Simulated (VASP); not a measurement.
Here is a VASP 6.6.1 calculation.

INCAR

```
  ALGO = Normal
  EDIFF = 1E-6
  ENCUT = 520
  GGA = PS
  ISIF = 2
  ISMEAR = -1
  LASPH = T
  LCHARG = F
  LREAL = F
  LWAVE = F
  NBANDS = 8
  NELM = 100
  PREC = Accurate
  SIGMA = 0.05
```

The input KPOINTS:

```
k-points
0
Gamma
  10 10 10
```

POSCAR

```
Sb
1.0
   -1.7177634359      1.7177634359      1.7177634359
    1.7177634359     -1.7177634359      1.7177634359
    1.7177634359      1.7177634359     -1.7177634359
Sb
1
Direct
    0.0000000000      0.0000000000      0.0000000000
```

Potentials or basis: VASP PAW PBE potentials, release 64 (Sb).

Command:

```bash
$ cat potpaw_PBE.64/Sb/POTCAR > POTCAR
$ mpirun -np 1 vasp_std > vasp.out
```

Q: Predict the pressure.

A: 30.5 GPa.

Caveat: the PAW data sets were made with another functional, which shifts forces and pressure a little.
